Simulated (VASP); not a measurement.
Runs of VASP 6.6.1 on WC. The structure is that of space group P-6m2 (No. 187), or close to it. The cells are those of the table. 

```tsv
cell	gap on the mesh (eV)	pressure (GPa)	largest force (eV/Å)
a = 2.915, b = 2.893, c = 2.829 Å, angles 90.0, 90.0, 120.2°, 2 atoms	none	0.6	0.06
a = 2.930, b = 2.886, c = 2.829 Å, angles 90.0, 90.0, 120.5°, 2 atoms	none	0.7	0.12
a = 2.842, b = 2.930, c = 2.829 Å, angles 90.0, 90.0, 119.0°, 2 atoms	none	1.0	0.21
a = 2.857, b = 2.922, c = 2.829 Å, angles 90.0, 90.0, 119.3°, 2 atoms	none	(a)	0.16
a = 2.959, b = 2.872, c = 2.829 Å, angles 90.0, 90.0, 121.0°, 2 atoms	none	1.0	0.24
```

Alike in all rows: task single point; level PBEsol; potentials or basis VASP PAW PBE potentials, release 64 (W_sv, C); no spin polarisation; k mesh 18 × 18 × 16; cutoff (eV) 520; smearing gaussian 0.15 eV.

**Question.** Fill in the values left out.

**Answer.** (a) 0.8.

Caveats: the PAW data sets were made with another functional, which shifts forces and pressure a little; spin-orbit coupling is left out, which moves the levels of the heavy elements.

A k mesh can miss the band edges, and the runs leave out spin-orbit coupling on W.

A gap of «none» marks levels without a gap at the run's occupations.
